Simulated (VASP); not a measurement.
# In2SbN (P-6m2) in VASP: a series of runs

Runs on In2SbN. Level: PBE. Tasks: single point.

Everything below comes from runs of VASP 6.6.1. Logs are shortened: lines on timing, memory, paths and dates and some standing lists are left out, and cuts for length are marked.

## Step 1: The cell of the first run

It takes space group P-6m2 (No. 187, hexagonal). Conventional cell: a = 4.067 Å, b = 4.067 Å, c = 5.336 Å, α = 90.00°, β = 90.00°, γ = 120.00°. In (site symmetry 3m) has 2 In at 2.63 to 2.70 Å and 3 Sb at 2.69 Å and 3 N at 2.71 Å within 3.5 Å. Sb (site symmetry -6m2) has 6 In at 2.69 Å and 6 N at 3.55 Å within 3.6 Å. Within 3.6 Å of N (site symmetry -6m2) lie 6 In at 2.71 Å and 6 Sb at 3.55 Å.

The cell was built from a structure type or drawn by symmetry, and may not be a known phase.

## Step 2: Single point, PBE

Input file INCAR:

```
ALGO = Normal
EDIFF = 1E-6
ENCUT = 520
GGA = PE
ISIF = 2
ISMEAR = 0
LASPH = T
LCHARG = F
LREAL = F
LWAVE = F
NBANDS = 26
NELM = 100
PREC = Accurate
SIGMA = 0.1
```

Input file KPOINTS:

```
k-points
0
Gamma
  6 6 4
```

Input file POSCAR:

```
In2SbN
1.0
    4.0665597200      0.0000000000      0.0000000000
   -2.0332798600      3.5217440200      0.0000000000
    0.0000000000      0.0000000000      5.3359266000
In Sb N
2 1 1
Direct
    0.0000000000      0.0000000000      0.7468175900
    0.0000000000      0.0000000000      0.2531824100
    0.6666666700      0.3333333300      0.5000000000
    0.3333333300      0.6666666700      0.0000000000
```

Potentials or basis: VASP PAW PBE potentials, release 64 (In_d, Sb, N).

Launch:

```bash
$ cat potpaw_PBE.64/In_d/POTCAR potpaw_PBE.64/Sb/POTCAR potpaw_PBE.64/N/POTCAR > POTCAR
$ mpirun -np 1 vasp_std > vasp.out
```

OUTCAR:

```text
EDIFF = 1E-6
   ENCUT = 520
   GGA = PE
   ISIF = 2
   ISMEAR = 0
   LASPH = T
   LREAL = F
   NELM = 100
   PREC = Accurate

 ion  position               nearest neighbor table
   1  0.000  0.000  0.747-   2 2.63   3 2.69   3 2.69   3 2.69   2 2.70   4 2.71   4 2.71   4 2.71

   2  0.000  0.000  0.253-   1 2.63   3 2.69   3 2.69   3 2.69   1 2.70   4 2.71   4 2.71   4 2.71

   3  0.667  0.333  0.500-   1 2.69   2 2.69   1 2.69   2 2.69   1 2.69   2 2.69
   4  0.333  0.667  0.000-   1 2.71   2 2.71   1 2.71   2 2.71   1 2.71   2 2.71

  LATTYP: Found a hexagonal cell.
 ALAT       =     4.0665597200
 C/A-ratio  =     1.3121476057

  Lattice vectors:

 A1 = (   4.0665597200,   0.0000000000,   0.0000000000)
 A2 = (  -2.0332798600,   3.5217440200,   0.0000000000)
 A3 = (   0.0000000000,   0.0000000000,   5.3359266000)

Analysis of symmetry for initial positions (statically):
=====================================================================
 Subroutine PRICEL returns:
 Original cell was already a primitive cell.

 Routine SETGRP: Setting up the symmetry group for a
 hexagonal supercell.

 Subroutine GETGRP returns: Found 12 space group operations
 (whereof 12 operations were pure point group operations)
 out of a pool of 24 trial point group operations.

The static configuration has the point symmetry D_3h.

Analysis of symmetry for dynamics (positions and initial velocities):
=====================================================================
 Subroutine PRICEL returns:
 Original cell was already a primitive cell.

 Routine SETGRP: Setting up the symmetry group for a
 hexagonal supercell.

 Subroutine GETGRP returns: Found 12 space group operations
 (whereof 12 operations were pure point group operations)
 out of a pool of 24 trial point group operations.

The dynamic configuration has the point symmetry D_3h.

 Subroutine INISYM returns: Found 12 space group operations
 (whereof 12 operations are pure point group operations),
 and found     1 'primitive' translations

----------------------------------------------------------------------------------------

                                     Primitive cell

  volume of cell :      76.4178

  direct lattice vectors                    reciprocal lattice vectors
     4.066559720  0.000000000  0.000000000     0.245908106  0.141975112  0.000000000
    -2.033279860  3.521744020  0.000000000     0.000000000  0.283950223  0.000000000
     0.000000000  0.000000000  5.335926600     0.000000000  0.000000000  0.187408875

  length of vectors
     4.066559720  4.066559717  5.335926600     0.283950223  0.283950223  0.187408875

  position of ions in fractional coordinates (direct lattice)
     0.000000000  0.000000000  0.746817590
     0.000000000  0.000000000  0.253182410
     0.666666670  0.333333330  0.500000000
     0.333333330  0.666666670  0.000000000

  ion indices of the primitive-cell ions
   primitive index   ion index
                 1           1
                 2           2
                 3           3
                 4           4

----------------------------------------------------------------------------------------

 KPOINTS: k-points

Automatic generation of k-mesh.
 Grid dimensions read from file:
 generate k-points for:    6    6    4

 Generating k-lattice:

  Cartesian coordinates                     Fractional coordinates (reciprocal lattice)
     0.040984684  0.023662519  0.000000000     0.166666667  0.000000000  0.000000000
     0.000000000  0.047325037  0.000000000     0.000000000  0.166666667  0.000000000
     0.000000000  0.000000000  0.046852219     0.000000000  0.000000000  0.250000000

  Length of vectors
     0.047325037  0.047325037  0.046852219

  Shift w.r.t. Gamma in fractional coordinates (k-lattice)
     0.000000000  0.000000000  0.000000000

 Subroutine IBZKPT returns following result:
 ===========================================

 Found     21 irreducible k-points:

 Following reciprocal coordinates:
            Coordinates               Weight
  0.000000  0.000000  0.000000      1.000000
  0.166667 -0.000000  0.000000      6.000000
  0.333333 -0.000000  0.000000      6.000000
  0.500000  0.000000  0.000000      3.000000
  0.166667  0.166667  0.000000      6.000000
  0.333333  0.166667  0.000000     12.000000
[... 13 lines left out ...]
  0.333333  0.166667  0.500000     12.000000
  0.333333  0.333333  0.500000      2.000000
   k-points           NKPTS =     21   k-points in BZ     NKDIM =     21   number of bands    NBANDS=     26
   number of dos      NEDOS =    301   number of ions     NIONS =      4
   total plane-waves  NPLWV =  36000
   dimension x,y,z NGX =    30 NGY =   30 NGZ =   40
   dimension x,y,z NGXF=    60 NGYF=   60 NGZF=   80
   ions per type =               2   1   1
   NGX,Y,Z   is equivalent  to a cutoff of  12.26, 12.26, 12.46 a.u.
   NGXF,Y,Z  is equivalent  to a cutoff of  24.53, 24.53, 24.92 a.u.
 SYSTEM =  unknown system
   PREC   = accura    normal or accurate (medium, high low for compatibility)
   ISTART =      0    job   : 0-new  1-cont  2-samecut
   ICHARG =      2    charge: 1-file 2-atom 10-const
   ISPIN  =      1    spin polarized calculation?
   LNONCOLLINEAR =      F non collinear calculations
   LSORBIT =      F    spin-orbit coupling
   LASPH  =      T    aspherical Exc in radial PAW
   ENCUT  =  520.0 eV  38.22 Ry    6.18 a.u.   7.56  7.56  9.92*2*pi/ulx,y,z
   NELM   =    100;   NELMIN=  2; NELMDL= -5     # of ELM steps
   EDIFF  = 0.1E-05   stopping-criterion for ELM
   LREAL  =      F    real-space projection
   EDIFFG = 0.1E-04   stopping-criterion for IOM
   NSW    =      0    number of steps for IOM
   IBRION =     -1    ionic relax: 0-MD 1-quasi-New 2-CG
   NFREE  =      0    steps in history (QN), initial steepest desc. (CG)
   ISIF   =      2    stress and relaxation
   ISYM   =      2    0-nonsym 1-usesym 2-fastsym
   POTIM  = 0.5000    time-step for ionic-motion
   TEBEG  =    0.0;   TEEND  =   0.0 temperature during run
   PSTRESS=    0.0 pullay stress
   NELECT =      36.0000    total number of electrons
   NUPDOWN=      -1.0000    fix difference up-down
   EMIN   =  10.00;   EMAX   =-10.00  energy-range for DOS
   EFERMI =   0.00;   METHOD = LEGACY
   ISMEAR =     0;   SIGMA  =   0.10  broadening in eV -4-tet -1-fermi 0-gaus
   EFERMI_NEDOS =   21; number of points for ismear=-14 and -15
   IALGO  =     38    algorithm
   IMIX   =      4    mixing-type and parameters
     AMIX     =   0.40;   BMIX     =  1.00
     AMIX_MAG =   1.60;   BMIX_MAG =  1.00
  volume/ion in A,a.u.               =      19.10       128.92
  Fermi-wavevector in a.u.,A,eV,Ry     =   1.273828  2.407186 22.077322  1.622637
  Thomas-Fermi vector in A             =   2.406630
   LORBIT       =      0    0 simple, 1 ext, 2 COOP (PROOUT), +10 PAW based schemes
   GGA     = PE    functional components
   LHFCALC =     F    Hartree Fock is set to
   AEXX    =    0.0000 exact exchange contribution
   IVDW    =     0    specifies the selected vdW correction
   LEPSILON=     F    determine dielectric tensor
   LRPA    =     F    only Hartree local field effects (RPA)
 non-spin polarized calculation
 Gauss-broadening in eV      SIGMA  =   0.10
  energy-cutoff  :      520.00
  volume of cell :       76.42
 maximum number of plane-waves:      2083
   NGX = 15   NGY = 15   NGZ = 19

 number of electron      36.0000011 magnetization

 Free energy of the ion-electron system (eV)
  ---------------------------------------------------
  ext. energy  EPLUGINS =         0.00000000
  ---------------------------------------------------
  free energy    TOTEN  =       -12.21021658 eV

  energy without entropy =      -12.20113432  energy(sigma->0) =      -12.20567545

 E-fermi :   8.8509     XC(G=0): -10.8175

 val. band max:        8.8367849853   @ k =   0.1667   0.1667   0.2500
 cond. band min:       8.9156456115   @ k =   0.1667  -0.0000   0.0000
 fundamental gap:      0.0788606262
 Fermi energy:         8.8508528772

 k-point     1 :       0.0000    0.0000    0.0000
  band No.  band energies     occupation
      1      -7.3338      2.00000
      2      -6.7580      2.00000
      3      -6.7580      2.00000
      4      -6.3566      2.00000
      5      -6.3566      2.00000
      6      -6.2016      2.00000
[... 18 lines left out ...]
     25      15.3691      0.00000
     26      15.7586      0.00000

 k-point     2 :       0.1667   -0.0000    0.0000
  band No.  band energies     occupation
      1      -7.3319      2.00000
      2      -6.8328      2.00000
      3      -6.7660      2.00000
      4      -6.3736      2.00000
      5      -6.3315      2.00000
      6      -6.2134      2.00000
[... 18 lines left out ...]
     25      15.0977      0.00000
     26      16.9496      0.00000

 k-point     3 :       0.3333   -0.0000    0.0000
  band No.  band energies     occupation
      1      -7.3279      2.00000
      2      -6.9722      2.00000
      3      -6.7822      2.00000
      4      -6.4049      2.00000
      5      -6.2800      2.00000
      6      -6.2381      2.00000
[... 18 lines left out ...]
     25      16.2266      0.00000
     26      17.1797      0.00000

 k-point     4 :       0.5000    0.0000    0.0000
  band No.  band energies     occupation
      1      -7.3258      2.00000
      2      -7.0372      2.00000
      3      -6.7904      2.00000
      4      -6.4194      2.00000
      5      -6.2536      2.00000
      6      -6.2510      2.00000
[... 18 lines left out ...]
     25      17.2778      0.00000
     26      19.1647      0.00000
[... 409 lines left out ...]
      1      -6.6717      2.00000
      2      -6.6553      2.00000
      3      -6.5186      2.00000
      4      -6.4266      2.00000
      5      -6.4174      2.00000
      6      -6.3139      2.00000
[... 18 lines left out ...]
     25      16.9341      0.00000
     26      16.9838      0.00000

 k-point    20 :       0.3333    0.1667    0.5000
  band No.  band energies     occupation
      1      -6.7474      2.00000
      2      -6.6489      2.00000
      3      -6.5357      2.00000
      4      -6.4723      2.00000
      5      -6.4043      2.00000
      6      -6.3231      2.00000
[... 18 lines left out ...]
     25      17.0647      0.00000
     26      17.1178      0.00000

 k-point    21 :       0.3333    0.3333    0.5000
  band No.  band energies     occupation
      1      -6.7635      2.00000
      2      -6.6465      2.00000
      3      -6.5526      2.00000
      4      -6.4698      2.00000
      5      -6.3984      2.00000
      6      -6.3407      2.00000
[... 18 lines left out ...]
     25      16.1425      0.00000
     26      16.9938      0.00000

------------------------ aborting loop because EDIFF is reached ----------------------------------------

  FORCE on cell =-STRESS in cart. coord.  units (eV):
  Direction    XX          YY          ZZ          XY          YZ          ZX
  --------------------------------------------------------------------------------------
  -------------------------------------------------------------------------------------
  Total        7.2838660      7.2838660     16.4398204      0.0000000      0.0000000     -0.0000000
  in kB      152.7136093    152.7136090    344.6774437      0.0000000      0.0000000     -0.0000000
  external PRESSURE =     216.7015540 kB  Pullay stress =       0.0000000 kB

 VOLUME and BASIS-vectors are now :
 -----------------------------------------------------------------------------
  energy-cutoff  :      520.00
  volume of cell :       76.42
      direct lattice vectors                 reciprocal lattice vectors
     4.066559720  0.000000000  0.000000000     0.245908106  0.141975112  0.000000000
    -2.033279860  3.521744020  0.000000000     0.000000000  0.283950223  0.000000000
     0.000000000  0.000000000  5.335926600     0.000000000  0.000000000  0.187408875

 POSITION                                       TOTAL-FORCE (eV/Angst)
 -----------------------------------------------------------------------------------
      0.00000      0.00000      3.98496         0.000000      0.000000      4.318818
      0.00000      0.00000      1.35096         0.000000      0.000000     -4.318818
      2.03328      1.17391      2.66796        -0.000000     -0.000000      0.000000
     -0.00000      2.34783      0.00000         0.000000     -0.000000      0.000000
 -----------------------------------------------------------------------------------
    total drift:                                0.000013     -0.000007     -0.000000

  FREE ENERGIE OF THE ION-ELECTRON SYSTEM (eV)
  ---------------------------------------------------
  free  energy   TOTEN  =       -12.2102165767 eV

  energy  without entropy=      -12.2011343217  energy(sigma->0) =      -12.20567545
```

It took 26 s on 1 thread of Intel Xeon 6975P-C (Granite Rapids), shared host; peak memory 0.2 GiB.

Results:

| Item | Value |
| --- | --- |
| Free energy | -12.2102 eV |
| Pressure | 21.7 GPa |
| Largest force | 4.319 eV/Å |
| Band gap on the k mesh | zero (bands 18 and 19 overlap by 1.42 eV) |

Forces on the atoms (eV/Å):
```
In   0.000  0.000  4.319
In   0.000  0.000 -4.319
Sb   0.000  0.000  0.000
N    0.000  0.000  0.000
```

Stress tensor (GPa, compression positive):
```
15.27  0.00  0.00
 0.00 15.27  0.00
 0.00  0.00 34.47
```

Caveat: the cell stands under pressure; spin-orbit coupling is left out, which moves the levels of the heavy elements; forces of over 1 eV/Å act on the atoms, so gaps and moduli don't describe the material at rest.

## Step 3: Single point, PBE

This run uses another cell than the first one, of 20.59 Å³/atom.

Input file INCAR:

```
SYSTEM = In2SbN
PREC = Accurate
ENCUT = 520
EDIFF = 1E-6
ISMEAR = 0
SIGMA = 0.1
LREAL = .FALSE.
LASPH = .TRUE.
NELM = 80
ALGO = Normal
ISIF = 2
LWAVE = .FALSE.
LCHARG = .TRUE.
GGA = PE
LELF = .TRUE.
LVHAR = .TRUE.
NBANDS = 26
```

Input file KPOINTS:

```
regular mesh
0
G
  6 6 4
  0 0 0
```

Input file POSCAR:

```
In2SbN
1.0
    3.3971503468      0.0000000000      0.0000000000
   -1.6985751734      2.9420185008      0.0000000000
    0.0000000000      0.0000000000      8.2407558549
In Sb N
2 1 1
Direct
    0.0000000000      0.0000000000      0.8247519440
    0.0000000000      0.0000000000      0.1752480560
    0.6666666667      0.3333333333      0.5000000000
    0.3333333333      0.6666666667      0.0000000000
```

Potentials or basis: VASP PAW PBE potentials, release 64 (In_d, Sb, N).

Launch:

```bash
$ cat potpaw_PBE.64/In_d/POTCAR potpaw_PBE.64/Sb/POTCAR potpaw_PBE.64/N/POTCAR > POTCAR
$ mpirun -np 1 vasp_std > vasp.out
```

Wall time 31 s (1 thread of Intel Xeon 6975P-C (Granite Rapids), shared host); peak memory 0.23 GiB.

Results (log left out):

- Free energy: -15.9178 eV
- Pressure: -0.1 GPa
- Largest force: 0.003 eV/Å
- Band gap on the k mesh: zero (bands 18 and 19 overlap by 4.13 eV)

Forces in eV/Å, atoms in the order of the input:
```
In   0.000  0.000  0.003
In   0.000  0.000 -0.003
Sb   0.000  0.000  0.000
N    0.000  0.000  0.000
```

Stress tensor (GPa, compression positive):
```
-0.14  0.00  0.00
 0.00 -0.14  0.00
 0.00  0.00  0.06
```

Levels at points of the mesh, in eV from the Fermi level:
```csv
k point,band 14,band 15,band 16,band 17,band 18,band 19,band 20,band 21,band 22,band 23
"(0.00, 0.00, 0.00)",-4.09,-3.17,-1.15,-1.15,2.35,3.03,4.17,4.17,8.10,8.10
"(0.50, 0.00, 0.00)",-5.02,-4.16,-3.33,-2.06,0.25,0.33,1.49,1.54,2.99,5.32
"(0.00, 0.00, 0.50)",-6.56,-1.15,-1.15,-0.68,-0.03,4.18,4.18,5.03,7.71,8.18
"(0.50, 0.00, 0.50)",-5.42,-3.43,-2.04,-2.04,-1.36,-1.09,1.43,3.12,3.56,4.60
```

Caveat: spin-orbit coupling is left out, which moves the levels of the heavy elements.
